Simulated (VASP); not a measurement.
# Mg (P6_3/mmc) in VASP: further runs

Mg is run at these levels: PBE; tasks: single point.

Everything below comes from runs of VASP 6.6.1. Logs are shortened: lines on timing, memory, paths and dates and some standing lists are left out, and cuts for length are marked.

## Step 1: The cell of the first run

Symmetry: P6_3/mmc, No. 194, hexagonal system. Conventional cell: a = 3.081 Å, b = 3.081 Å, c = 5.002 Å, α = 90.00°, β = 90.00°, γ = 120.00°. Within 4.0 Å of Mg (site symmetry -6m2) lie 12 Mg at 3.07 to 3.08 Å.

## Step 2: Single point, PBE (strain -0.040 along x and y, -0.040 along z)

The input, INCAR:

```
SYSTEM = Mg
  ALGO = Normal
  EDIFF = 1E-7
  ENCUT = 520
  GGA = PE
  ISIF = 2
  ISMEAR = 0
  LASPH = .TRUE.
  LCHARG = .FALSE.
  LREAL = .FALSE.
  LWAVE = .FALSE.
  NBANDS = 9
  NELM = 60
  PREC = Accurate
  SIGMA = 0.15
```

The input, KPOINTS:

```
k-points
0
G
  18 18 10
  0 0 0
```

The input, POSCAR:

```
Mg
1.0
    3.0809006712      0.0000000000      0.0000000000
   -1.5404503356      2.6681382478      0.0000000000
    0.0000000000      0.0000000000      5.0019168000
Mg
2
Direct
    0.3333333333      0.6666666667      0.2500000000
    0.6666666667      0.3333333333      0.7500000000
```

Potentials or basis: VASP PAW PBE potentials, release 64 (Mg).

Started as:

```sh
cat potpaw_PBE.64/Mg/POTCAR > POTCAR
mpirun -np 1 vasp_std > vasp.out
```

OUTCAR:

```text
SYSTEM = Mg
   EDIFF = 1E-7
   ENCUT = 520
   GGA = PE
   ISIF = 2
   ISMEAR = 0
   LASPH = .TRUE.
   LREAL = .FALSE.
   NELM = 60
   PREC = Accurate

 ion  position               nearest neighbor table
   1  0.333  0.667  0.250-   2 3.07   2 3.07   2 3.07   2 3.07   2 3.07   2 3.07
   2  0.667  0.333  0.750-   1 3.07   1 3.07   1 3.07   1 3.07   1 3.07   1 3.07

  LATTYP: Found a hexagonal cell.
 ALAT       =     3.0809006712
 C/A-ratio  =     1.6235242008

  Lattice vectors:

 A1 = (   3.0809006712,   0.0000000000,   0.0000000000)
 A2 = (  -1.5404503356,   2.6681382478,   0.0000000000)
 A3 = (   0.0000000000,   0.0000000000,   5.0019168000)

Analysis of symmetry for initial positions (statically):
=====================================================================
 Subroutine PRICEL returns:
 Original cell was already a primitive cell.

 Routine SETGRP: Setting up the symmetry group for a
 hexagonal supercell.

 Subroutine GETGRP returns: Found 24 space group operations
 (whereof 12 operations were pure point group operations)
 out of a pool of 24 trial point group operations.

The static configuration has the point symmetry D_3d.
 The point group associated with its full space group is D_6h.

Analysis of symmetry for dynamics (positions and initial velocities):
=====================================================================
 Subroutine PRICEL returns:
 Original cell was already a primitive cell.

 Routine SETGRP: Setting up the symmetry group for a
 hexagonal supercell.

 Subroutine GETGRP returns: Found 24 space group operations
 (whereof 12 operations were pure point group operations)
 out of a pool of 24 trial point group operations.

The dynamic configuration has the point symmetry D_3d.
 The point group associated with its full space group is D_6h.

 Subroutine INISYM returns: Found 24 space group operations
 (whereof 12 operations are pure point group operations),
 and found     1 'primitive' translations

----------------------------------------------------------------------------------------

                                     Primitive cell

  volume of cell :      41.1171

  direct lattice vectors                    reciprocal lattice vectors
     3.080900671  0.000000000  0.000000000     0.324580409  0.187396587  0.000000000
    -1.540450336  2.668138248  0.000000000     0.000000000  0.374793173  0.000000000
     0.000000000  0.000000000  5.001916800     0.000000000  0.000000000  0.199923357

  length of vectors
     3.080900671  3.080900671  5.001916800     0.374793173  0.374793173  0.199923357

  position of ions in fractional coordinates (direct lattice)
     0.333333333  0.666666667  0.250000000
     0.666666667  0.333333333  0.750000000

  ion indices of the primitive-cell ions
   primitive index   ion index
                 1           1
                 2           2

----------------------------------------------------------------------------------------

 KPOINTS: k-points

Automatic generation of k-mesh.
 Grid dimensions read from file:
 generate k-points for:   18   18   10

 Generating k-lattice:

  Cartesian coordinates                     Fractional coordinates (reciprocal lattice)
     0.018032245  0.010410921  0.000000000     0.055555556 -0.000000000  0.000000000
     0.000000000  0.020821843  0.000000000     0.000000000  0.055555556  0.000000000
     0.000000000  0.000000000  0.019992336     0.000000000  0.000000000  0.100000000

  Length of vectors
     0.020821843  0.020821843  0.019992336

  Shift w.r.t. Gamma in fractional coordinates (k-lattice)
     0.000000000  0.000000000  0.000000000

 Subroutine IBZKPT returns following result:
 ===========================================

 Found    222 irreducible k-points:

 Following reciprocal coordinates:
            Coordinates               Weight
  0.000000  0.000000  0.000000      1.000000
  0.055556 -0.000000  0.000000      6.000000
  0.111111 -0.000000  0.000000      6.000000
  0.166667 -0.000000  0.000000      6.000000
  0.222222  0.000000  0.000000      6.000000
  0.277778 -0.000000  0.000000      6.000000
[... 16 lines left out ...]
  0.333333  0.111111  0.000000     12.000000
  0.388889  0.111111  0.000000     12.000000
 [... further k-points ...]
   k-points           NKPTS =    222   k-points in BZ     NKDIM =    222   number of bands    NBANDS=      9
   number of dos      NEDOS =    301   number of ions     NIONS =      2
   total plane-waves  NPLWV =  23040
   dimension x,y,z NGX =    24 NGY =   24 NGZ =   40
   dimension x,y,z NGXF=    48 NGYF=   48 NGZF=   80
   ions per type =               2
   NGX,Y,Z   is equivalent  to a cutoff of  12.95, 12.95, 13.29 a.u.
   NGXF,Y,Z  is equivalent  to a cutoff of  25.90, 25.90, 26.59 a.u.
 SYSTEM =  Mg
   PREC   = accura    normal or accurate (medium, high low for compatibility)
   ISTART =      0    job   : 0-new  1-cont  2-samecut
   ICHARG =      2    charge: 1-file 2-atom 10-const
   ISPIN  =      1    spin polarized calculation?
   LNONCOLLINEAR =      F non collinear calculations
   LSORBIT =      F    spin-orbit coupling
   LASPH  =      T    aspherical Exc in radial PAW
   ENCUT  =  520.0 eV  38.22 Ry    6.18 a.u.   5.73  5.73  9.30*2*pi/ulx,y,z
   NELM   =     60;   NELMIN=  2; NELMDL= -5     # of ELM steps
   EDIFF  = 0.1E-06   stopping-criterion for ELM
   LREAL  =      F    real-space projection
   EDIFFG = 0.1E-05   stopping-criterion for IOM
   NSW    =      0    number of steps for IOM
   IBRION =     -1    ionic relax: 0-MD 1-quasi-New 2-CG
   NFREE  =      0    steps in history (QN), initial steepest desc. (CG)
   ISIF   =      2    stress and relaxation
   ISYM   =      2    0-nonsym 1-usesym 2-fastsym
   POTIM  = 0.5000    time-step for ionic-motion
   TEBEG  =    0.0;   TEEND  =   0.0 temperature during run
   PSTRESS=    0.0 pullay stress
   NELECT =       4.0000    total number of electrons
   NUPDOWN=      -1.0000    fix difference up-down
   EMIN   =  10.00;   EMAX   =-10.00  energy-range for DOS
   EFERMI =   0.00;   METHOD = LEGACY
   ISMEAR =     0;   SIGMA  =   0.15  broadening in eV -4-tet -1-fermi 0-gaus
   EFERMI_NEDOS =   21; number of points for ismear=-14 and -15
   IALGO  =     38    algorithm
   IMIX   =      4    mixing-type and parameters
     AMIX     =   0.40;   BMIX     =  1.00
     AMIX_MAG =   1.60;   BMIX_MAG =  1.00
  volume/ion in A,a.u.               =      20.56       138.74
  Fermi-wavevector in a.u.,A,eV,Ry     =   0.752929  1.422829  7.713170  0.566902
  Thomas-Fermi vector in A             =   1.850252
   LORBIT       =      0    0 simple, 1 ext, 2 COOP (PROOUT), +10 PAW based schemes
   GGA     = PE    functional components
   LHFCALC =     F    Hartree Fock is set to
   AEXX    =    0.0000 exact exchange contribution
   IVDW    =     0    specifies the selected vdW correction
   LEPSILON=     F    determine dielectric tensor
   LRPA    =     F    only Hartree local field effects (RPA)
 non-spin polarized calculation
 Gauss-broadening in eV      SIGMA  =   0.15
  energy-cutoff  :      520.00
  volume of cell :       41.12
 maximum number of plane-waves:      1124
 NGX is ok and might be reduce to    24
   NGX = 11   NGY = 11   NGZ = 19

 number of electron       4.0000000 magnetization

 Free energy of the ion-electron system (eV)
  ---------------------------------------------------
  ext. energy  EPLUGINS =         0.00000000
  ---------------------------------------------------
  free energy    TOTEN  =        -2.95364304 eV

  energy without entropy =       -2.94502068  energy(sigma->0) =       -2.94933186

 E-fermi :   3.2275     XC(G=0):  -8.8391

 val. band max:        3.2248837272   @ k =   0.5000  -0.0000   0.4000
 cond. band min:       3.2450406361   @ k =   0.3889   0.0000   0.0000
 fundamental gap:      0.0201569089
 Fermi energy:         3.2275268317

 k-point     1 :       0.0000    0.0000    0.0000
  band No.  band energies     occupation
      1      -4.1845      2.00000
      2       1.3681      2.00000
      3       2.0010      2.00000
      4      14.8287      0.00000
      5      14.8287      0.00000
      6      15.1765      0.00000
      7      15.1765      0.00000
      8      15.7223      0.00000
      9      17.7097      0.00000

 k-point     2 :       0.0556   -0.0000    0.0000
  band No.  band energies     occupation
      1      -4.1191      2.00000
      2       1.4271      2.00000
      3       2.0639      2.00000
      4      13.3951      0.00000
      5      14.0931      0.00000
      6      14.8793      0.00000
      7      15.9901      0.00000
      8      16.4416      0.00000
      9      18.2850      0.00000

 k-point     3 :       0.1111   -0.0000    0.0000
  band No.  band energies     occupation
      1      -3.9230      2.00000
      2       1.6041      2.00000
      3       2.2516      2.00000
      4      11.5873      0.00000
      5      13.3057      0.00000
      6      14.0317      0.00000
      7      16.5247      0.00000
      8      16.7164      0.00000
      9      16.9461      0.00000

 k-point     4 :       0.1667   -0.0000    0.0000
  band No.  band energies     occupation
      1      -3.5972      2.00000
      2       1.8994      2.00000
      3       2.5595      2.00000
      4       9.8169      0.00000
      5      12.6175      0.00000
      6      13.1054      0.00000
      7      14.7559      0.00000
      8      16.0657      0.00000
      9      17.3080      0.00000
[... 205 lines left out ...]
 k-point    22 :       0.2778    0.1111    0.0000
  band No.  band energies     occupation
      1      -1.6684      2.00000
      2       3.6766      0.00002
      3       4.0127      0.00000
      4       5.5244      0.00000
      5       8.3498      0.00000
      6      10.1263      0.00000
      7      11.4464      0.00000
      8      13.3894      0.00000
      9      14.6466      0.00000

 k-point    23 :       0.3333    0.1111    0.0000
  band No.  band energies     occupation
      1      -0.8467      2.00000
      2       3.4209      0.06834
      3       4.4488      0.00000
      4       5.4608      0.00000
      5       7.9297      0.00000
      6       8.7552      0.00000
      7      10.3872      0.00000
      8      13.0785      0.00000
      9      14.4007      0.00000

 k-point    24 :       0.3889    0.1111    0.0000
  band No.  band energies     occupation
      1       0.0896      2.00000
      2       2.2722      2.00000
      3       5.3394      0.00000
      4       6.1060      0.00000
      5       7.4800      0.00000
      6       7.5032      0.00000
      7       9.6117      0.00000
      8      12.8929      0.00000
      9      14.2495      0.00000

 [... further k-points ...]

------------------------ aborting loop because EDIFF is reached ----------------------------------------

  FORCE on cell =-STRESS in cart. coord.  units (eV):
  Direction    XX          YY          ZZ          XY          YZ          ZX
  --------------------------------------------------------------------------------------
  -------------------------------------------------------------------------------------
  Total        1.2611878      1.2611878      1.1921761      0.0000000      0.0000000      0.0000000
  in kB       49.1436996     49.1436996     46.4545762      0.0000000      0.0000000      0.0000000
  external PRESSURE =      48.2473251 kB  Pullay stress =       0.0000000 kB

 VOLUME and BASIS-vectors are now :
 -----------------------------------------------------------------------------
  energy-cutoff  :      520.00
  volume of cell :       41.12
      direct lattice vectors                 reciprocal lattice vectors
     3.080900671  0.000000000  0.000000000     0.324580409  0.187396587  0.000000000
    -1.540450336  2.668138248  0.000000000     0.000000000  0.374793173  0.000000000
     0.000000000  0.000000000  5.001916800     0.000000000  0.000000000  0.199923357

 POSITION                                       TOTAL-FORCE (eV/Angst)
 -----------------------------------------------------------------------------------
     -0.00000      1.77876      1.25048        -0.000000      0.000000      0.000000
      1.54045      0.88938      3.75144         0.000000      0.000000      0.000000
 -----------------------------------------------------------------------------------
    total drift:                                0.000000     -0.000000      0.000000

  FREE ENERGIE OF THE ION-ELECTRON SYSTEM (eV)
  ---------------------------------------------------
  free  energy   TOTEN  =        -2.9536430410 eV

  energy  without entropy=       -2.9450206782  energy(sigma->0) =       -2.94933186
```

Wall time 16 s (1 thread of Intel Xeon 6975P-C (Granite Rapids), shared host); peak memory 0.21 GiB.

Results:

* Free energy: -2.9536 eV
* Pressure: 4.8 GPa
* Band gap on the k mesh: zero (bands 2 and 3 overlap by 2.21 eV)

Caveat: the cell differs from its parent crystal (strain -0.040 along x and y, -0.040 along z); the cell stands under pressure.

## Step 3: Single point, PBE (strain -0.080 along x and y, +0.080 along z)

The input, INCAR:

```
PREC = Accurate
ENCUT = 520
EDIFF = 1E-6
ISMEAR = 0
SIGMA = 0.15
LREAL = False
LASPH = True
NELM = 60
ALGO = Fast
ISIF = 2
LWAVE = False
LCHARG = False
GGA = PE
NBANDS = 9
```

The input, KPOINTS:

```
Automatic mesh
0
Gamma
  18 18 10
```

The input, POSCAR:

```
Mg
1.0
    2.9525298099      0.0000000000      0.0000000000
   -1.4762649049      2.5569658208      0.0000000000
    0.0000000000      0.0000000000      5.6271564000
Mg
2
Direct
    0.3333333333      0.6666666667      0.2500000000
    0.6666666667      0.3333333333      0.7500000000
```

Potentials or basis: VASP PAW PBE potentials, release 64 (Mg).

Started as:

```sh
cat potpaw_PBE.64/Mg/POTCAR > POTCAR
mpirun -np 1 vasp_std > vasp.out
```

Run time: 17 s. Hardware: 1 thread of Intel Xeon 6975P-C (Granite Rapids), shared host; peak memory 0.21 GiB.

The run converged. Its results:

```
Free energy            : -2.8456 eV
Pressure               : 4.6 GPa
Band gap on the k mesh : zero (bands 2 and 3 overlap by 3.60 eV)
```

Stress tensor (GPa, compression positive):
```
 7.86  0.00  0.00
 0.00  7.86  0.00
 0.00  0.00 -1.79
```

Levels at points of the mesh, in eV from the Fermi level:
| k point | band 1 | band 2 | band 3 | band 4 | band 5 | band 6 | band 7 |
| --- | --- | --- | --- | --- | --- | --- | --- |
| (0.00, 0.00, 0.00) | -7.23 | -2.66 | -2.50 | 9.93 | 10.88 | 13.23 | 13.23 |
| (0.50, 0.00, 0.00) | -1.81 | -1.54 | 2.55 | 2.76 | 2.90 | 3.30 | 9.09 |
| (0.00, 0.00, 0.50) | -6.05 | -6.05 | 2.99 | 2.99 | 13.79 | 13.79 | 13.79 |
| (0.50, 0.00, 0.50) | -0.94 | -0.94 | -0.03 | -0.03 | 7.74 | 7.74 | 8.30 |

Caveat: the cell differs from its parent crystal (strain -0.080 along x and y, +0.080 along z); the stress differs along the axes, from -2 to 8 GPa.

The gap in the log of VASP goes by the Fermi energy; the results here count the filled bands.